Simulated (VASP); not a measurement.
# Au (I4/mmm) in VASP: further runs

Au is run at these levels: PBE; tasks: single point.

Program: VASP 6.6.1. These are calculated values, not measurements. Logs are shortened: lines on timing, memory, paths and dates and some standing lists are left out, and cuts for length are marked.

### 1 The cell of the first run

The structure is tetragonal, space group I4/mmm (No. 139). The conventional cell has a = 2.893 Å, b = 2.893 Å, c = 4.030 Å, α = 90.00°, β = 90.00°, γ = 90.00°. Within 3.8 Å of Au (site symmetry 4/mmm) lie 12 Au at 2.87 to 2.89 Å.

### 2 Single point, PBE (strain +0.000 along x and y, -0.015 along z)

Contents of INCAR:

```
SYSTEM = Au
PREC = Accurate ; ENCUT = 520
EDIFF = 1E-7 ; ISMEAR = 0
SIGMA = 0.15 ; LREAL = .FALSE.
LASPH = .TRUE. ; NELM = 60
ALGO = Normal ; ISIF = 2
LWAVE = .FALSE. ; LCHARG = .TRUE.
GGA = PE ; LELF = .TRUE.
LVHAR = .TRUE. ; NBANDS = 12
```

Contents of KPOINTS:

```
regular mesh
0
G
  20 20 20
  0 0 0
```

Contents of POSCAR:

```
Au
1.0
    0.0000000000      2.0455000000      2.0148175000
    2.0455000000      0.0000000000      2.0148175000
    2.0455000000      2.0455000000      0.0000000000
Au
1
Direct
    0.0000000000      0.0000000000      0.0000000000
```

Potentials or basis: VASP PAW PBE potentials, release 64 (Au).

The run is started by

```bash
$ cat potpaw_PBE.64/Au/POTCAR > POTCAR
$ mpirun -np 1 vasp_std > vasp.out
```

OUTCAR:

```text
SYSTEM = Au
   PREC = Accurate
   ENCUT = 520
   EDIFF = 1E-7
   ISMEAR = 0
   LREAL = .FALSE.
   LASPH = .TRUE.
   NELM = 60
   ISIF = 2
   GGA = PE

 ion  position               nearest neighbor table
   1  0.000  0.000  0.000-

  LATTYP: Found a body centered tetragonal cell.
 ALAT       =     2.8927738418
 C/A-ratio  =     1.3930003589

  Lattice vectors:

 A1 = (   0.0000000000,  -2.0455000000,  -2.0148175000)
 A2 = (   0.0000000000,   2.0455000000,  -2.0148175000)
 A3 = (   2.0455000000,   0.0000000000,   2.0148175000)

Analysis of symmetry for initial positions (statically):
=====================================================================
 Subroutine PRICEL returns:
 Original cell was already a primitive cell.

 Routine SETGRP: Setting up the symmetry group for a
 body centered tetragonal supercell.

 Subroutine GETGRP returns: Found 16 space group operations
 (whereof 16 operations were pure point group operations)
 out of a pool of 16 trial point group operations.

The static configuration has the point symmetry D_4h.

Analysis of symmetry for dynamics (positions and initial velocities):
=====================================================================
 Subroutine PRICEL returns:
 Original cell was already a primitive cell.

 Routine SETGRP: Setting up the symmetry group for a
 body centered tetragonal supercell.

 Subroutine GETGRP returns: Found 16 space group operations
 (whereof 16 operations were pure point group operations)
 out of a pool of 16 trial point group operations.

The dynamic configuration has the point symmetry D_4h.

 Subroutine INISYM returns: Found 16 space group operations
 (whereof 16 operations are pure point group operations),
 and found     1 'primitive' translations

----------------------------------------------------------------------------------------

                                     Primitive cell

  volume of cell :      16.8603

  direct lattice vectors                    reciprocal lattice vectors
     0.000000000  2.045500000  2.014817500    -0.244439012  0.244439012  0.248161434
     2.045500000  0.000000000  2.014817500     0.244439012 -0.244439012  0.248161434
     2.045500000  2.045500000  0.000000000     0.244439012  0.244439012 -0.248161434

  length of vectors
     2.871160011  2.871160011  2.892773842     0.425540784  0.425540784  0.425540784

  position of ions in fractional coordinates (direct lattice)
     0.000000000  0.000000000  0.000000000

  ion indices of the primitive-cell ions
   primitive index   ion index
                 1           1

----------------------------------------------------------------------------------------

 KPOINTS: regular mesh

Automatic generation of k-mesh.
 Grid dimensions read from file:
 generate k-points for:   20   20   20

 Generating k-lattice:

  Cartesian coordinates                     Fractional coordinates (reciprocal lattice)
    -0.012221951  0.012221951  0.012408072     0.050000000 -0.000000000  0.000000000
     0.012221951 -0.012221951  0.012408072    -0.000000000  0.050000000  0.000000000
     0.012221951  0.012221951 -0.012408072     0.000000000  0.000000000  0.050000000

  Length of vectors
     0.021277039  0.021277039  0.021277039

  Shift w.r.t. Gamma in fractional coordinates (k-lattice)
     0.000000000  0.000000000  0.000000000

 Subroutine IBZKPT returns following result:
 ===========================================

 Found    641 irreducible k-points:

 Following reciprocal coordinates:
            Coordinates               Weight
  0.000000  0.000000  0.000000      1.000000
  0.050000 -0.000000  0.000000      8.000000
  0.100000 -0.000000  0.000000      8.000000
  0.150000 -0.000000  0.000000      8.000000
  0.200000 -0.000000  0.000000      8.000000
  0.250000  0.000000  0.000000      8.000000
[... 16 lines left out ...]
 -0.400000  0.050000  0.000000      8.000000
 -0.350000  0.050000  0.000000      8.000000
 [... further k-points ...]
   k-points           NKPTS =    641   k-points in BZ     NKDIM =    641   number of bands    NBANDS=     12
   number of dos      NEDOS =    301   number of ions     NIONS =      1
   total plane-waves  NPLWV =  13824
   dimension x,y,z NGX =    24 NGY =   24 NGZ =   24
   dimension x,y,z NGXF=    48 NGYF=   48 NGZF=   48
   ions per type =               1
   NGX,Y,Z   is equivalent  to a cutoff of  13.90, 13.90, 13.79 a.u.
   NGXF,Y,Z  is equivalent  to a cutoff of  27.79, 27.79, 27.59 a.u.
 SYSTEM =  Au
   PREC   = accura    normal or accurate (medium, high low for compatibility)
   ISTART =      0    job   : 0-new  1-cont  2-samecut
   ICHARG =      2    charge: 1-file 2-atom 10-const
   ISPIN  =      1    spin polarized calculation?
   LNONCOLLINEAR =      F non collinear calculations
   LSORBIT =      F    spin-orbit coupling
   LASPH  =      T    aspherical Exc in radial PAW
   ENCUT  =  520.0 eV  38.22 Ry    6.18 a.u.   5.34  5.34  5.38*2*pi/ulx,y,z
   NELM   =     60;   NELMIN=  2; NELMDL= -5     # of ELM steps
   EDIFF  = 0.1E-06   stopping-criterion for ELM
   LREAL  =      F    real-space projection
   EDIFFG = 0.1E-05   stopping-criterion for IOM
   NSW    =      0    number of steps for IOM
   IBRION =     -1    ionic relax: 0-MD 1-quasi-New 2-CG
   NFREE  =      0    steps in history (QN), initial steepest desc. (CG)
   ISIF   =      2    stress and relaxation
   ISYM   =      2    0-nonsym 1-usesym 2-fastsym
   POTIM  = 0.5000    time-step for ionic-motion
   TEBEG  =    0.0;   TEEND  =   0.0 temperature during run
   PSTRESS=    0.0 pullay stress
   NELECT =      11.0000    total number of electrons
   NUPDOWN=      -1.0000    fix difference up-down
   EMIN   =  10.00;   EMAX   =-10.00  energy-range for DOS
   EFERMI =   0.00;   METHOD = LEGACY
   ISMEAR =     0;   SIGMA  =   0.15  broadening in eV -4-tet -1-fermi 0-gaus
   EFERMI_NEDOS =   21; number of points for ismear=-14 and -15
   IALGO  =     38    algorithm
   IMIX   =      4    mixing-type and parameters
     AMIX     =   0.40;   BMIX     =  1.00
     AMIX_MAG =   1.60;   BMIX_MAG =  1.00
  volume/ion in A,a.u.               =      16.86       113.78
  Fermi-wavevector in a.u.,A,eV,Ry     =   1.419877  2.683179 27.430049  2.016052
  Thomas-Fermi vector in A             =   2.540852
   LORBIT       =      0    0 simple, 1 ext, 2 COOP (PROOUT), +10 PAW based schemes
   GGA     = PE    functional components
   LHFCALC =     F    Hartree Fock is set to
   AEXX    =    0.0000 exact exchange contribution
   IVDW    =     0    specifies the selected vdW correction
   LEPSILON=     F    determine dielectric tensor
   LRPA    =     F    only Hartree local field effects (RPA)
 non-spin polarized calculation
 Gauss-broadening in eV      SIGMA  =   0.15
  energy-cutoff  :      520.00
  volume of cell :       16.86
 maximum number of plane-waves:       471
 NGX is ok and might be reduce to    24
   NGX = 11   NGY = 11   NGZ = 11

 number of electron      10.9999999 magnetization

 Free energy of the ion-electron system (eV)
  ---------------------------------------------------
  ext. energy  EPLUGINS =         0.00000000
  ---------------------------------------------------
  free energy    TOTEN  =        -3.18888550 eV

  energy without entropy =       -3.18585445  energy(sigma->0) =       -3.18736998

 E-fermi :   9.6469     XC(G=0): -12.7811

 val. band max:        9.6203185939   @ k =   0.5000   0.1500   0.0500
 cond. band min:       9.6618196676   @ k =   0.5000   0.1000   0.2500
 fundamental gap:      0.0415010737
 Fermi energy:         9.6468932845

 k-point     1 :       0.0000    0.0000    0.0000
  band No.  band energies     occupation
      1      -0.3154      2.00000
      2       4.8606      2.00000
      3       4.8606      2.00000
      4       4.9947      2.00000
      5       6.3731      2.00000
      6       6.5207      2.00000
      7      24.1646      0.00000
      8      28.1340      0.00000
      9      28.1340      0.00000
     10      28.4042      0.00000
     11      33.1658      0.00000
     12      37.7145      0.00000

 k-point     2 :       0.0500   -0.0000    0.0000
  band No.  band energies     occupation
      1      -0.2270      2.00000
      2       4.8473      2.00000
      3       4.8917      2.00000
      4       5.0091      2.00000
      5       6.3602      2.00000
      6       6.5047      2.00000
      7      24.2725      0.00000
      8      27.6203      0.00000
      9      28.2419      0.00000
     10      28.4345      0.00000
     11      33.6970      0.00000
     12      36.6537      0.00000

 k-point     3 :       0.1000   -0.0000    0.0000
  band No.  band energies     occupation
      1       0.0327      2.00000
      2       4.7861      2.00000
      3       4.9747      2.00000
      4       5.0757      2.00000
      5       6.3331      2.00000
      6       6.4670      2.00000
      7      24.5436      0.00000
      8      26.3475      0.00000
      9      28.5519      0.00000
     10      28.7298      0.00000
     11      33.8347      0.00000
     12      36.0361      0.00000
[... 286 lines left out ...]
 k-point    23 :      -0.4000    0.0500    0.0000
  band No.  band energies     occupation
      1       2.3051      2.00000
      2       4.8966      2.00000
      3       4.9502      2.00000
      4       6.7995      2.00000
      5       7.4108      2.00000
      6       8.1459      2.00000
      7      14.5631      0.00000
      8      23.9376      0.00000
      9      26.7022      0.00000
     10      27.4601      0.00000
     11      34.0129      0.00000
     12      34.3511      0.00000

 k-point    24 :      -0.3500    0.0500    0.0000
  band No.  band energies     occupation
      1       2.2579      2.00000
      2       4.9711      2.00000
      3       5.0329      2.00000
      4       6.0246      2.00000
      5       7.1159      2.00000
      6       7.6300      2.00000
      7      16.3722      0.00000
      8      24.2868      0.00000
      9      27.0998      0.00000
     10      28.4219      0.00000
     11      33.0117      0.00000
     12      33.7595      0.00000

 [... further k-points ...]
[... 5 lines left out ...]
  --------------------------------------------------------------------------------------
  -------------------------------------------------------------------------------------
  Total        1.0877528      1.0877528      1.1431006      0.0000000     -0.0000000      0.0000000
  in kB      103.3656169    103.3656169    108.6251435      0.0000000     -0.0000000      0.0000000
  external PRESSURE =     105.1187924 kB  Pullay stress =       0.0000000 kB

 VOLUME and BASIS-vectors are now :
 -----------------------------------------------------------------------------
  energy-cutoff  :      520.00
  volume of cell :       16.86
      direct lattice vectors                 reciprocal lattice vectors
     0.000000000  2.045500000  2.014817500    -0.244439012  0.244439012  0.248161434
     2.045500000  0.000000000  2.014817500     0.244439012 -0.244439012  0.248161434
     2.045500000  2.045500000  0.000000000     0.244439012  0.244439012 -0.248161434

 POSITION                                       TOTAL-FORCE (eV/Angst)
 -----------------------------------------------------------------------------------
      0.00000      0.00000      0.00000         0.000000      0.000000      0.000000
 -----------------------------------------------------------------------------------
    total drift:                               -0.000000      0.000000     -0.000000

  FREE ENERGIE OF THE ION-ELECTRON SYSTEM (eV)
  ---------------------------------------------------
  free  energy   TOTEN  =        -3.1888855008 eV

  energy  without entropy=       -3.1858544545  energy(sigma->0) =       -3.18736998
```

Wall time 36 s (1 thread of Intel Xeon 6975P-C (Granite Rapids), shared host); peak memory 0.24 GiB.

What came out:

| Quantity | Value |
| --- | --- |
| Free energy | -3.1889 eV |
| Pressure | 10.5 GPa |

Caveat: the cell differs from its parent crystal (strain +0.000 along x and y, -0.015 along z); spin-orbit coupling is left out, which moves the levels of the heavy elements.

### 3 Single point, PBE (strain -0.015 along x and y, +0.030 along z)

Contents of INCAR:

```
SYSTEM = Au
  PREC = Accurate
  ENCUT = 520
  EDIFF = 1E-6
  ISMEAR = 0
  SIGMA = 0.15
  LREAL = .FALSE.
  LASPH = .TRUE.
  NELM = 100
  ALGO = Normal
  ISIF = 2
  LWAVE = .FALSE.
  LCHARG = .FALSE.
  GGA = PE
  NBANDS = 12
```

KPOINTS is that of step 2.

Contents of POSCAR:

```
Au
1.0
    0.0000000000      2.0148175000      2.1068650000
    2.0148175000      0.0000000000      2.1068650000
    2.0148175000      2.0148175000      0.0000000000
Au
1
Direct
    0.0000000000      0.0000000000      0.0000000000
```

Potentials or basis: VASP PAW PBE potentials, release 64 (Au).

The run is started by

```bash
$ cat potpaw_PBE.64/Au/POTCAR > POTCAR
$ mpirun -np 1 vasp_std > vasp.out
```

OUTCAR:

```text
SYSTEM = Au
   PREC = Accurate
   ENCUT = 520
   EDIFF = 1E-6
   ISMEAR = 0
   LREAL = .FALSE.
   LASPH = .TRUE.
   NELM = 100
   ISIF = 2
   GGA = PE

 ion  position               nearest neighbor table
   1  0.000  0.000  0.000-

  LATTYP: Found a body centered tetragonal cell.
 ALAT       =     2.8493822342
 C/A-ratio  =     1.4788223038

  Lattice vectors:

 A1 = (  -2.0148175000,   0.0000000000,   2.1068650000)
 A2 = (   2.0148175000,   0.0000000000,   2.1068650000)
 A3 = (   0.0000000000,   2.0148175000,  -2.1068650000)

Analysis of symmetry for initial positions (statically):
=====================================================================
 Subroutine PRICEL returns:
 Original cell was already a primitive cell.

 Routine SETGRP: Setting up the symmetry group for a
 body centered tetragonal supercell.

 Subroutine GETGRP returns: Found 16 space group operations
 (whereof 16 operations were pure point group operations)
 out of a pool of 16 trial point group operations.

The static configuration has the point symmetry D_4h.

Analysis of symmetry for dynamics (positions and initial velocities):
[... 163 lines left out ...]
 Fermi energy:         9.4274243520

 k-point     1 :       0.0000    0.0000    0.0000
  band No.  band energies     occupation
      1      -0.4035      2.00000
      2       4.4744      2.00000
      3       4.8821      2.00000
      4       4.8821      2.00000
      5       6.0133      2.00000
      6       6.4568      2.00000
      7      23.9701      0.00000
      8      27.4261      0.00000
      9      28.1696      0.00000
     10      28.1696      0.00000
     11      32.8437      0.00000
     12      37.1250      0.00000
[... 331 lines left out ...]
 k-point    24 :      -0.3500    0.0500    0.0000
  band No.  band energies     occupation
      1       2.1539      2.00000
      2       4.6250      2.00000
      3       5.0461      2.00000
      4       5.8683      2.00000
      5       6.8598      2.00000
      6       7.5024      2.00000
      7      15.9548      0.00000
      8      23.8082      0.00000
      9      26.4923      0.00000
     10      28.6191      0.00000
     11      32.4273      0.00000
     12      33.8823      0.00000

 [... further k-points ...]
[... 5 lines left out ...]
  --------------------------------------------------------------------------------------
  -------------------------------------------------------------------------------------
  Total        0.8938583      0.8938583      0.7121876      0.0000000      0.0000000      0.0000000
  in kB       83.7222959     83.7222959     66.7062976      0.0000000      0.0000000      0.0000000
  external PRESSURE =      78.0502965 kB  Pullay stress =       0.0000000 kB

 VOLUME and BASIS-vectors are now :
 -----------------------------------------------------------------------------
  energy-cutoff  :      520.00
  volume of cell :       17.11
      direct lattice vectors                 reciprocal lattice vectors
     0.000000000  2.014817500  2.106865000    -0.248161434  0.248161434  0.237319430
     2.014817500  0.000000000  2.106865000     0.248161434 -0.248161434  0.237319430
     2.014817500  2.014817500  0.000000000     0.248161434  0.248161434 -0.237319430

 POSITION                                       TOTAL-FORCE (eV/Angst)
 -----------------------------------------------------------------------------------
      0.00000      0.00000      0.00000         0.000000      0.000000     -0.000000
 -----------------------------------------------------------------------------------
    total drift:                               -0.000000      0.000000     -0.000000

  FREE ENERGIE OF THE ION-ELECTRON SYSTEM (eV)
  ---------------------------------------------------
  free  energy   TOTEN  =        -3.2006945772 eV

  energy  without entropy=       -3.1975400999  energy(sigma->0) =       -3.19911734
```

OSZICAR:

```text
N       E                     dE             d eps       ncg     rms          rms(c)
DAV:   1     0.501880630626E+02    0.50188E+02   -0.55694E+03 15896   0.814E+02
DAV:   2    -0.277047503965E+01   -0.52959E+02   -0.50032E+02 18020   0.188E+02
DAV:   3    -0.346530504272E+01   -0.69483E+00   -0.69390E+00 18580   0.209E+01
DAV:   4    -0.346764081111E+01   -0.23358E-02   -0.23357E-02 18308   0.139E+00
DAV:   5    -0.346765799048E+01   -0.17179E-04   -0.17178E-04 19036   0.114E-01    0.928E+00
DAV:   6    -0.322155057195E+01    0.24611E+00   -0.65231E-01 16620   0.656E+00    0.590E+00
DAV:   7    -0.320287925035E+01    0.18671E-01   -0.64386E-02 18428   0.207E+00    0.277E+00
DAV:   8    -0.320070273015E+01    0.21765E-02   -0.17233E-03 17052   0.354E-01    0.256E-01
DAV:   9    -0.320068917499E+01    0.13555E-04   -0.91463E-06 18700   0.272E-02    0.172E-02
DAV:  10    -0.320069461648E+01   -0.54415E-05   -0.25420E-06 18260   0.153E-02    0.166E-03
DAV:  11    -0.320069457723E+01    0.39248E-07   -0.59506E-08  9956   0.189E-03
   1 F= -.32006946E+01 E0= -.31991173E+01  d E =-.315448E-02
```

stdout:

```text
POSCAR found type information on POSCAR Au
 POSCAR found :  1 types and       1 ions
 scaLAPACK will be used
 LDA part: xc-table for (Slater+PW92), standard interpolation
 POSCAR, INCAR and KPOINTS ok, starting setup
 FFT: planning ... GRIDC
 FFT: planning ... GRID_SOFT
 FFT: planning ... GRID
 WAVECAR not read
 entering main loop
```

It took 34 s on 1 thread of Intel Xeon 6975P-C (Granite Rapids), shared host; peak memory 0.25 GiB.

What came out:

```yaml
Free_energy: -3.2007 eV
Pressure: 7.8 GPa
```

Caveat: the cell differs from its parent crystal (strain -0.015 along x and y, +0.030 along z); spin-orbit coupling is left out, which moves the levels of the heavy elements.
